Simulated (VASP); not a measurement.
Si (a cell with a defect), 17 atoms in the cell. The cell holds a defect, 17 atoms: a = 7.679 Å, b = 7.679 Å, c = 7.679 Å, α = 60.00°, β = 60.00°, γ = 60.00°. 

| Item | Value |
| --- | --- |
| Program | VASP 6.6.1 |
| Task | single point |
| Functional | LDA |
| Potentials or basis | VASP PAW LDA potentials, release 64 (Si) |
| Cutoff | 520 eV |
| k mesh | 2 × 2 × 2 |
| Occupations | gaussian, width 0.05 eV |
| Spin | no spin polarisation |
| Dipole correction | no |
| Further INCAR settings | LREAL = Auto; ALGO = Normal; EDIFF = 1e-07; NBANDS = 48 |

Potentials or basis: VASP PAW LDA potentials, release 64 (Si).

Command:

```bash
$ cat potpaw_LDA.64/Si/POTCAR > POTCAR
$ mpirun -np 1 vasp_std > vasp.out
```

Hardware: 1 thread of Intel Xeon 8259CL (shared host).

Problem. Estimate the wall time of this run.

Solution. Wall time 6.7 min on 1 thread of Intel Xeon 8259CL, on a shared host, peak memory 0.38 GiB. Counts: scf iterations 14, k points 8.
